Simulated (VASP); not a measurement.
Input of a VASP 6.6.1 run:

Contents of POSCAR:

```
As
1.0
    1.8250000000     -5.5000000000      0.0000000000
    1.8250000000      5.5000000000      0.0000000000
    0.0000000000      0.0000000000      4.4700000000
As
4
Direct
    0.3900000000      0.6100000000      0.5600000000
    0.8900000000      0.1100000000      0.9400000000
    0.6100000000      0.3900000000      0.4400000000
    0.1100000000      0.8900000000      0.0600000000
```

The input INCAR.step1:

```
  PREC = Accurate
  ENCUT = 520
  ISMEAR = -1
  SIGMA = 0.05
  LREAL = False
  LASPH = True
  NELM = 100
  NBANDS = 18
  GGA = PE
  ALGO = Normal
  EDIFF = 1E-4
  LWAVE = True
  LCHARG = False
```

Contents of INCAR.step2:

```
  PREC = Accurate
  ENCUT = 520
  EDIFF = 1E-6
  ISMEAR = -1
  SIGMA = 0.05
  LREAL = False
  LASPH = True
  NELM = 100
  ALGO = Normal
  ISIF = 2
  LWAVE = False
  LCHARG = False
  METAGGA = R2SCAN
  LMIXTAU = True
  NBANDS = 18
  ISTART = 1
```

Contents of KPOINTS:

```
regular mesh
0
Gamma
  8 8 6
```

Potentials or basis: VASP PAW PBE potentials, release 64 (As).

Command:

```sh
$ cat potpaw_PBE.64/As/POTCAR > POTCAR
$ cp INCAR.step1 INCAR
$ mpirun -np 1 vasp_std > vasp.out
$ cp INCAR.step2 INCAR
$ mpirun -np 1 vasp_std > vasp.out
```

(1) Predict the band gap on the k mesh.

(2) Predict the largest force.

(3) Estimate the pressure.

Answers

(1) 0.18 eV, indirect (least direct gap 0.29 eV).

(2) 0.346 eV/Å.

(3) 1.5 GPa.

Caveat: the PAW data sets were made with another functional, which shifts forces and pressure a little.
